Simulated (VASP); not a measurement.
# Co (Fm-3m) in VASP: notebook

The runs below take Co through single point, with PBE.

Program: VASP 6.6.1. These are calculated values, not measurements. Logs are shortened: lines on timing, memory, paths and dates and some standing lists are left out, and cuts for length are marked.

## 1. The cell of the first run

It takes space group Fm-3m (No. 225, cubic). Conventional cell: a = 3.579 Å, b = 3.579 Å, c = 3.579 Å, α = 90.00°, β = 90.00°, γ = 90.00°. Within 3.3 Å of Co (site symmetry m-3m) lie 12 Co at 2.53 Å.

## 2. Single point, PBE, collinear spin, ferromagnetic start

File INCAR:

```
SYSTEM = Co
PREC = Accurate
ENCUT = 520
EDIFF = 1E-6
ISMEAR = 0
SIGMA = 0.1
LREAL = .False.
LASPH = .True.
NELM = 150
ALGO = Normal
ISIF = 2
LWAVE = .False.
LCHARG = .False.
ISPIN = 2
MAGMOM = 3.43
LORBIT = 11
NUPDOWN = 3.43
LMAXMIX = 4
GGA = PE
NBANDS = 14
```

File KPOINTS:

```
regular mesh
0
Gamma
  14 14 14
  0 0 0
```

File POSCAR:

```
Co
1.0
    0.0000000000      1.7895000000      1.7895000000
    1.7895000000      0.0000000000      1.7895000000
    1.7895000000      1.7895000000      0.0000000000
Co
1
Direct
    0.0000000000      0.0000000000      0.0000000000
```

Potentials or basis: VASP PAW PBE potentials, release 64 (Co).

The run is started by

```
$ cat potpaw_PBE.64/Co/POTCAR > POTCAR
$ mpirun -np 1 vasp_std > vasp.out
```

OUTCAR:

```text
SYSTEM = Co
   PREC = Accurate
   ENCUT = 520
   EDIFF = 1E-6
   ISMEAR = 0
   LREAL = .False.
   LASPH = .True.
   NELM = 150
   ISIF = 2
   ISPIN = 2
   LORBIT = 11
   NUPDOWN = 3.43
   GGA = PE

 ion  position               nearest neighbor table
   1  0.000  0.000  0.000-

  LATTYP: Found a face centered cubic cell.
 ALAT       =     3.5790000000

  Lattice vectors:

 A1 = (   0.0000000000,   1.7895000000,   1.7895000000)
 A2 = (   1.7895000000,   0.0000000000,   1.7895000000)
 A3 = (   1.7895000000,   1.7895000000,   0.0000000000)

Analysis of symmetry for initial positions (statically):
=====================================================================
 Subroutine PRICEL returns:
 Original cell was already a primitive cell.

 Routine SETGRP: Setting up the symmetry group for a
 face centered cubic supercell.

 Subroutine GETGRP returns: Found 48 space group operations
 (whereof 48 operations were pure point group operations)
 out of a pool of 48 trial point group operations.

The static configuration has the point symmetry O_h .

Analysis of symmetry for dynamics (positions and initial velocities):
=====================================================================
 Subroutine PRICEL returns:
 Original cell was already a primitive cell.

 Routine SETGRP: Setting up the symmetry group for a
 face centered cubic supercell.

 Subroutine GETGRP returns: Found 48 space group operations
 (whereof 48 operations were pure point group operations)
 out of a pool of 48 trial point group operations.

The dynamic configuration has the point symmetry O_h .

Analysis of structural, dynamic, and magnetic symmetry:
=====================================================================
 Subroutine PRICEL returns:
 Original cell was already a primitive cell.

 Routine SETGRP: Setting up the symmetry group for a
 face centered cubic supercell.

 Subroutine GETGRP returns: Found 48 space group operations
 (whereof 48 operations were pure point group operations)
 out of a pool of 48 trial point group operations.

The overall configuration has the point symmetry O_h .

 Subroutine INISYM returns: Found 48 space group operations
 (whereof 48 operations are pure point group operations),
 and found     1 'primitive' translations

----------------------------------------------------------------------------------------

                                     Primitive cell

  volume of cell :      11.4611

  direct lattice vectors                    reciprocal lattice vectors
     0.000000000  1.789500000  1.789500000    -0.279407656  0.279407656  0.279407656
     1.789500000  0.000000000  1.789500000     0.279407656 -0.279407656  0.279407656
     1.789500000  1.789500000  0.000000000     0.279407656  0.279407656 -0.279407656

  length of vectors
     2.530735170  2.530735170  2.530735170     0.483948256  0.483948256  0.483948256

  position of ions in fractional coordinates (direct lattice)
     0.000000000  0.000000000  0.000000000

  ion indices of the primitive-cell ions
   primitive index   ion index
                 1           1

----------------------------------------------------------------------------------------

 KPOINTS: regular mesh

Automatic generation of k-mesh.
 Grid dimensions read from file:
 generate k-points for:   14   14   14

 Generating k-lattice:

  Cartesian coordinates                     Fractional coordinates (reciprocal lattice)
    -0.019957690  0.019957690  0.019957690     0.071428571  0.000000000  0.000000000
     0.019957690 -0.019957690  0.019957690     0.000000000  0.071428571  0.000000000
     0.019957690  0.019957690 -0.019957690     0.000000000  0.000000000  0.071428571

  Length of vectors
     0.034567733  0.034567733  0.034567733

  Shift w.r.t. Gamma in fractional coordinates (k-lattice)
     0.000000000  0.000000000  0.000000000

 Subroutine IBZKPT returns following result:
 ===========================================

 Found    104 irreducible k-points:

 Following reciprocal coordinates:
            Coordinates               Weight
  0.000000  0.000000  0.000000      1.000000
  0.071429  0.000000  0.000000      8.000000
  0.142857  0.000000  0.000000      8.000000
  0.214286  0.000000  0.000000      8.000000
  0.285714  0.000000  0.000000      8.000000
  0.357143  0.000000  0.000000      8.000000
[... 16 lines left out ...]
  0.214286  0.142857  0.000000     24.000000
  0.285714  0.142857  0.000000     24.000000
 [... further k-points ...]
   k-points           NKPTS =    104   k-points in BZ     NKDIM =    104   number of bands    NBANDS=     14
   number of dos      NEDOS =    301   number of ions     NIONS =      1
   total plane-waves  NPLWV =   8000
   dimension x,y,z NGX =    20 NGY =   20 NGZ =   20
   dimension x,y,z NGXF=    40 NGYF=   40 NGZF=   40
   ions per type =               1
   NGX,Y,Z   is equivalent  to a cutoff of  13.14, 13.14, 13.14 a.u.
   NGXF,Y,Z  is equivalent  to a cutoff of  26.28, 26.28, 26.28 a.u.
 SYSTEM =  Co
   PREC   = accura    normal or accurate (medium, high low for compatibility)
   ISTART =      0    job   : 0-new  1-cont  2-samecut
   ICHARG =      2    charge: 1-file 2-atom 10-const
   ISPIN  =      2    spin polarized calculation?
   LNONCOLLINEAR =      F non collinear calculations
   LSORBIT =      F    spin-orbit coupling
   LASPH  =      T    aspherical Exc in radial PAW
   ENCUT  =  520.0 eV  38.22 Ry    6.18 a.u.   4.71  4.71  4.71*2*pi/ulx,y,z
   NELM   =    150;   NELMIN=  2; NELMDL= -5     # of ELM steps
   EDIFF  = 0.1E-05   stopping-criterion for ELM
   LREAL  =      F    real-space projection
   EDIFFG = 0.1E-04   stopping-criterion for IOM
   NSW    =      0    number of steps for IOM
   IBRION =     -1    ionic relax: 0-MD 1-quasi-New 2-CG
   NFREE  =      0    steps in history (QN), initial steepest desc. (CG)
   ISIF   =      2    stress and relaxation
   ISYM   =      2    0-nonsym 1-usesym 2-fastsym
   POTIM  = 0.5000    time-step for ionic-motion
   TEBEG  =    0.0;   TEEND  =   0.0 temperature during run
   PSTRESS=    0.0 pullay stress
   NELECT =       9.0000    total number of electrons
   NUPDOWN=       3.4300    fix difference up-down
   EMIN   =  10.00;   EMAX   =-10.00  energy-range for DOS
   EFERMI =   0.00;   METHOD = LEGACY
   ISMEAR =     0;   SIGMA  =   0.10  broadening in eV -4-tet -1-fermi 0-gaus
   EFERMI_NEDOS =   21; number of points for ismear=-14 and -15
   IALGO  =     38    algorithm
   IMIX   =      4    mixing-type and parameters
     AMIX     =   0.40;   BMIX     =  1.00
     AMIX_MAG =   1.60;   BMIX_MAG =  1.00
  volume/ion in A,a.u.               =      11.46        77.34
  Fermi-wavevector in a.u.,A,eV,Ry     =   1.510361  2.854168 31.037460  2.281189
  Thomas-Fermi vector in A             =   2.620561
   LORBIT       =     11    0 simple, 1 ext, 2 COOP (PROOUT), +10 PAW based schemes
   GGA     = PE    functional components
   LHFCALC =     F    Hartree Fock is set to
   AEXX    =    0.0000 exact exchange contribution
   IVDW    =     0    specifies the selected vdW correction
   LEPSILON=     F    determine dielectric tensor
   LRPA    =     F    only Hartree local field effects (RPA)
 spin polarized calculation
 Gauss-broadening in eV      SIGMA  =   0.10
  energy-cutoff  :      520.00
  volume of cell :       11.46
 maximum number of plane-waves:       331
   NGX =  9   NGY =  9   NGZ =  9

 number of electron       9.0000006 magnetization       3.4300003

 Free energy of the ion-electron system (eV)
  ---------------------------------------------------
  ext. energy  EPLUGINS =         0.00000000
  ---------------------------------------------------
  free energy    TOTEN  =        -3.84543110 eV

  energy without entropy =       -3.83629581  energy(sigma->0) =       -3.84086346

 E-fermi :   8.5490     XC(G=0): -13.1593

 val. band max:       15.8323321180   @ k =  -0.4286   0.2857   0.0714
 cond. band min:       8.5527818496   @ k =   0.2857   0.0714   0.0000
 fundamental gap:     -7.2795502683
 Fermi energy:        15.9052296237

 spin component 1

 k-point     1 :       0.0000    0.0000    0.0000
  band No.  band energies     occupation
      1       0.2616      1.00000
      2       5.4567      1.00000
      3       5.4567      1.00000
      4       5.4567      1.00000
      5       6.2745      1.00000
      6       6.2745      1.00000
      7      31.5282      0.00000
      8      35.4881      0.00000
      9      35.4881      0.00000
     10      35.4881      0.00000
     11      38.1566      0.00000
     12      38.1566      0.00000
     13      38.1566      0.00000
     14      40.9895      0.00000
[... 375 lines left out ...]
 k-point    24 :       0.2857    0.1429    0.0000
  band No.  band energies     occupation
      1       2.7201      1.00000
      2       4.8850      1.00000
      3       5.5545      1.00000
      4       5.8716      1.00000
      5       6.5167      1.00000
      6       6.6634      1.00000
      7      23.8464      0.00000
      8      29.2172      0.00000
      9      29.7536      0.00000
     10      32.4446      0.00000
     11      37.4832      0.00000
     12      41.0151      0.00000
     13      42.2974      0.00000
     14      42.8858      0.00000

 [... further k-points ...]

 spin component 2

 k-point     1 :       0.0000    0.0000    0.0000
  band No.  band energies     occupation
      1       1.6015      1.00000
      2       8.3066      0.99970
      3       8.3066      0.99970
      4       8.3066      0.99970
      5       9.6314      0.00000
      6       9.6314      0.00000
      7      32.6718      0.00000
      8      36.9723      0.00000
      9      36.9723      0.00000
     10      36.9723      0.00000
     11      39.8664      0.00000
     12      39.8664      0.00000
     13      39.8664      0.00000
     14      42.1784      0.00000
[... 375 lines left out ...]
 k-point    24 :       0.2857    0.1429    0.0000
  band No.  band energies     occupation
      1       4.1792      1.00000
      2       7.5796      1.00000
      3       8.5870      0.29522
      4       8.8474      0.00001
      5       9.5215      0.00000
      6       9.9716      0.00000
      7      25.5423      0.00000
      8      30.8666      0.00000
      9      31.1341      0.00000
     10      34.0425      0.00000
     11      39.2001      0.00000
     12      42.4252      0.00000
     13      44.3234      0.00000
     14      46.3603      0.00000

 [... further k-points ...]
[... 5 lines left out ...]
  --------------------------------------------------------------------------------------
  -------------------------------------------------------------------------------------
  Total        3.6000977      3.6000977      3.6000977     -0.0000000     -0.0000000     -0.0000000
  in kB      503.2685254    503.2685254    503.2685254     -0.0000000     -0.0000000     -0.0000000
  external PRESSURE =     503.2685254 kB  Pullay stress =       0.0000000 kB

 VOLUME and BASIS-vectors are now :
 -----------------------------------------------------------------------------
  energy-cutoff  :      520.00
  volume of cell :       11.46
      direct lattice vectors                 reciprocal lattice vectors
     0.000000000  1.789500000  1.789500000    -0.279407656  0.279407656  0.279407656
     1.789500000  0.000000000  1.789500000     0.279407656 -0.279407656  0.279407656
     1.789500000  1.789500000  0.000000000     0.279407656  0.279407656 -0.279407656

 POSITION                                       TOTAL-FORCE (eV/Angst)
 -----------------------------------------------------------------------------------
      0.00000      0.00000      0.00000         0.000000     -0.000000     -0.000000
 -----------------------------------------------------------------------------------
    total drift:                                0.000000     -0.000000      0.000000

  FREE ENERGIE OF THE ION-ELECTRON SYSTEM (eV)
  ---------------------------------------------------
  free  energy   TOTEN  =        -3.8454311045 eV

  energy  without entropy=       -3.8362958095  energy(sigma->0) =       -3.84086346

 total charge

# of ion       s       p       d       tot
------------------------------------------
    1        0.558   0.668   6.864   8.090

 magnetization (x)

# of ion       s       p       d       tot
------------------------------------------
    1        0.121   0.289   2.813   3.223
```

Run time: 24 s. Hardware: 1 thread of Intel Xeon 6975P-C (Granite Rapids), shared host; peak memory 0.15 GiB.

What came out:

```
Free energy                                           : -3.8454 eV
Pressure                                              : 50.3 GPa
Net moment                                            : 3.43 μB per cell
Site moments                                          : Co +3.22 μB
Valence electrons inside the program's atomic spheres : Co 8.09
```

Caveat: the total moment is fixed, so each spin has its own Fermi level.

## 3. Single point, PBE, collinear spin, ferromagnetic start

File INCAR:

```
PREC = Accurate
ENCUT = 520
EDIFF = 1E-7
ISMEAR = 0
SIGMA = 0.1
LREAL = False
LASPH = True
NELM = 150
ALGO = Normal
ISIF = 2
LWAVE = False
LCHARG = True
ISPIN = 2
MAGMOM = 0.43
LORBIT = 11
NUPDOWN = 0.43
LMAXMIX = 4
GGA = PE
LELF = True
LVHAR = True
NBANDS = 14
```

File KPOINTS:

```
regular mesh
0
Gamma
  14 14 14
```

POSCAR is that of step 2.

Potentials or basis: VASP PAW PBE potentials, release 64 (Co).

The run is started by

```
$ cat potpaw_PBE.64/Co/POTCAR > POTCAR
$ mpirun -np 1 vasp_std > vasp.out
```

It took 20 s on 1 thread of Intel Xeon 6975P-C (Granite Rapids), shared host; peak memory 0.15 GiB.

The run converged. Its results:

| Property | Result |
| --- | --- |
| Free energy | -6.7744 eV |
| Pressure | -20.4 GPa |
| Net moment | 0.43 μB per cell |
| Site moments | Co +0.44 μB |
| Valence electrons inside the program's atomic spheres | Co 8.17 |

Caveat: the total moment is fixed, so each spin has its own Fermi level.

## 4. Single point, PBE, collinear spin, ferromagnetic start

File INCAR:

```
PREC = Accurate
ENCUT = 520
EDIFF = 1E-6
ISMEAR = 0
SIGMA = 0.1
LREAL = False
LASPH = True
NELM = 150
ALGO = Normal
ISIF = 2
LWAVE = False
LCHARG = False
ISPIN = 2
MAGMOM = 1.29
LORBIT = 11
NUPDOWN = 1.29
LMAXMIX = 4
GGA = PE
NBANDS = 14
```

File KPOINTS:

```
Automatic mesh
0
Gamma
  14 14 14
```

POSCAR is that of step 3.

The run is started by

```
$ cat potpaw_PBE.64/Co/POTCAR > POTCAR
$ mpirun -np 1 vasp_std > vasp.out
```

It took 18 s on 1 thread of Intel Xeon 6975P-C (Granite Rapids), shared host; peak memory 0.15 GiB.

It converged, with:

```
Free energy                                           : -6.9263 eV
Pressure                                              : -14.3 GPa
Net moment                                            : 1.29 μB per cell
Site moments                                          : Co +1.32 μB
Valence electrons inside the program's atomic spheres : Co 8.17
```

Caveat: the total moment is fixed, so each spin has its own Fermi level.

(Continued in part 2 of 2.)
